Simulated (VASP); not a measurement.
## Rh: single point with PBEsol

Rh:

```xyz
2
Lattice="2.8675 0.0000 0.0000 -1.4338 2.3651 0.0000 0.0000 0.0000 4.4285" Properties=species:S:1:pos:R:3 pbc="T T T"
Rh    1.4338    0.7884    3.3214
Rh    0.0000    1.5767    1.1071
```

This cell differs from its parent crystal: strain +0.0500 x Voigt [1, 0, 0, 0, 0, 0].

- Program: VASP 6.6.1
- Task: single point
- Functional: PBEsol
- Potentials or basis: VASP PAW PBE potentials, release 64 (Rh_pv)
- Cutoff: 520 eV
- k mesh: 18 × 18 × 12
- Occupations: gaussian, width 0.15 eV
- Spin: no spin polarisation
- Dipole correction: no
- Further INCAR settings: ALGO = Fast; EDIFF = 1e-07; NBANDS = 22

* Pressure: -22.5 GPa
* Largest force: 0.075 eV/Å
* Band gap on the k mesh: zero (bands 15 and 16 overlap by 2.07 eV)

Forces on the atoms (eV/Å):
```
Rh   0.000  0.075  0.000
Rh   0.000 -0.075  0.000
```

Stress tensor (GPa, compression positive):
```
-27.55   0.00   0.00
  0.00 -18.75   0.00
  0.00   0.00 -21.18
```

Levels at points of the mesh, in eV from the Fermi level:
```
           k point  band 12  band 13  band 14  band 15  band 16  band 17  band 18  band 19
(0.00, 0.00, 0.00)    -2.30    -1.87    -1.85    -1.75     0.05     0.18     0.96     8.04
(0.50, 0.00, 0.00)    -2.05    -2.02     0.21     0.50     0.62     2.60     4.44     9.53
(0.00, 0.50, 0.00)    -1.87    -1.66     0.37     0.54     0.66     2.91     4.91    10.10
(0.00, 0.00, 0.50)    -2.80    -2.50    -2.50    -0.47    -0.47    -0.29    -0.29    14.60
(0.50, 0.00, 0.50)    -1.44    -0.32    -0.32     0.42     0.42     2.37     2.37     8.20
(0.00, 0.50, 0.50)    -1.70    -0.22    -0.22     0.54     0.54     2.75     2.75     8.85
```

Wall time 4.1 min on 1 thread of Intel(R) Xeon(R) Platinum 8488C (Sapphire Rapids), with other jobs on the host, peak memory 0.42 GiB.

Caveat: the cell differs from its parent crystal (strain +0.0500 x Voigt [1, 0, 0, 0, 0, 0]); the cell stands under tension; the PAW data sets were made with another functional, which shifts forces and pressure a little.
